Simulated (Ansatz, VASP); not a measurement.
# Two plane-wave programs on SiO2

Contents of POSCAR:

```
SiO2
1.0
   -4.2235302601      4.2235302601      4.2235302601
    4.2235302601     -4.2235302601      4.2235302601
    4.2235302601      4.2235302601     -4.2235302601
Si O
8 16
Direct
    0.5000000000      0.0000000000      0.7824953700
    0.2824953700      0.2824953700      0.2824953700
    0.5000000000      0.0000000000      0.2175046300
    0.7175046300      0.7175046300      0.7175046300
    0.7824953700      0.5000000000      0.0000000000
    0.0000000000      0.2175046300      0.5000000000
    0.2175046300      0.5000000000      0.0000000000
    0.0000000000      0.7824953700      0.5000000000
    0.6802250600      0.9302250600      0.7500000000
    0.7500000000      0.6802250600      0.9302250600
    0.8197749400      0.5697749400      0.2500000000
    0.7500000000      0.1802250600      0.4302250600
    0.0697749400      0.2500000000      0.3197749400
    0.5000000000      0.0000000000      0.0000000000
    0.2500000000      0.8197749400      0.5697749400
    0.4302250600      0.7500000000      0.1802250600
    0.3197749400      0.0697749400      0.2500000000
    0.1802250600      0.4302250600      0.7500000000
    0.9302250600      0.7500000000      0.6802250600
    0.5000000000      0.5000000000      0.5000000000
    0.2500000000      0.3197749400      0.0697749400
    0.0000000000      0.5000000000      0.0000000000
    0.0000000000      0.0000000000      0.5000000000
    0.5697749400      0.2500000000      0.8197749400
```

INCAR.step1

```
PREC     = Accurate       # precision mode
ENCUT    = 520            # plane-wave cutoff, eV
ISMEAR   = -1             # smearing method
SIGMA    = 0.02           # smearing width, eV
LREAL    = Auto         
LASPH    = T              # aspherical terms in the spheres
NELM     = 60             # most SCF steps
NBANDS   = 82             # bands
GGA      = PE             # functional
ALGO     = Normal         # electronic algorithm
EDIFF    = 1E-4           # SCF threshold, eV
LWAVE    = T              # write WAVECAR
LCHARG   = F              # write CHGCAR
```

The input INCAR.step2:

```
PREC     = Accurate       # precision mode
ENCUT    = 520            # plane-wave cutoff, eV
EDIFF    = 1E-8           # SCF threshold, eV
ISMEAR   = -1             # smearing method
SIGMA    = 0.02           # smearing width, eV
LREAL    = Auto         
LASPH    = T              # aspherical terms in the spheres
NELM     = 60             # most SCF steps
ALGO     = Normal         # electronic algorithm
ISIF     = 2              # what is computed and relaxed
LWAVE    = F              # write WAVECAR
LCHARG   = F              # write CHGCAR
METAGGA  = R2SCAN         # meta-GGA
LMIXTAU  = T            
LEFG     = T            
NBANDS   = 82             # bands
ISTART   = 1
```

The input KPOINTS:

```
regular mesh
0
Gamma
  4 4 4
```

Input for Ansatz:

```yaml
crystal:
  lattice:
    - [-4.2235302601, 4.2235302601, 4.2235302601]
    - [4.2235302601, -4.2235302601, 4.2235302601]
    - [4.2235302601, 4.2235302601, -4.2235302601]
  atoms:
    - { symbol: Si, position: [0.5, 0.0, 0.78249537] }
    - { symbol: Si, position: [0.28249537, 0.28249537, 0.28249537] }
    - { symbol: Si, position: [0.5, 0.0, 0.21750463] }
    - { symbol: Si, position: [0.71750463, 0.71750463, 0.71750463] }
    - { symbol: Si, position: [0.78249537, 0.5, 0.0] }
    - { symbol: Si, position: [0.0, 0.21750463, 0.5] }
    - { symbol: Si, position: [0.21750463, 0.5, 0.0] }
    - { symbol: Si, position: [0.0, 0.78249537, 0.5] }
    - { symbol: O, position: [0.68022506, 0.93022506, 0.75] }
    - { symbol: O, position: [0.75, 0.68022506, 0.93022506] }
    - { symbol: O, position: [0.81977494, 0.56977494, 0.25] }
    - { symbol: O, position: [0.75, 0.18022506, 0.43022506] }
    - { symbol: O, position: [0.06977494, 0.25, 0.31977494] }
    - { symbol: O, position: [0.5, 0.0, 0.0] }
    - { symbol: O, position: [0.25, 0.81977494, 0.56977494] }
    - { symbol: O, position: [0.43022506, 0.75, 0.18022506] }
    - { symbol: O, position: [0.31977494, 0.06977494, 0.25] }
    - { symbol: O, position: [0.18022506, 0.43022506, 0.75] }
    - { symbol: O, position: [0.93022506, 0.75, 0.68022506] }
    - { symbol: O, position: [0.5, 0.5, 0.5] }
    - { symbol: O, position: [0.25, 0.31977494, 0.06977494] }
    - { symbol: O, position: [0.0, 0.5, 0.0] }
    - { symbol: O, position: [0.0, 0.0, 0.5] }
    - { symbol: O, position: [0.56977494, 0.25, 0.81977494] }
kpoints:
  mp_grid: { grid: [4, 4, 4] }
scf:
  occupations: { method: fermi_dirac, width: 0.02 }
hamiltonian:
  xc: r2scan
  pseudopotentials: { kind: paw, frozen_core: stored }
output:
  forces: true
  stress: true
  populations: true
  efg: { quadrupole_moments_barn: { O: -0.02558 } }
  write_density: true
  write_potential: true
  elf: true
  volumetric_format: npy
```

Alike in both runs: task electric field gradients; functional r2SCAN; k mesh 4 × 4 × 4; occupations fermi-dirac, width 0.02 eV; no spin polarisation.

|  | VASP | Ansatz |
| --- | --- | --- |
| version | VASP 6.6.1 | Ansatz 0.2.0 |
| potentials or method | VASP PAW PBE potentials, release 64 (Si, O) | plane-wave PAW, scalar-relativistic |
| plane-wave cutoff (eV) | 520 | 500 |
| valence electrons in the cell | 128 | 128 |

```csv
,VASP,Ansatz,Ansatz less VASP
gap on the k mesh at the Fermi level (eV),6.59,6.59,-0.004
pressure (GPa),0.3,-0.3,-0.52
rms of the force components (eV/Å),0.006,0.010,+0.0039
size of Vzz on the site where it differs most (V/Å²),89.7,99.9,+10.18
```

VASP's potentials were made for PBE, not for r2SCAN. Atom by atom the forces differ by 0.016 eV/Å (rms over components).
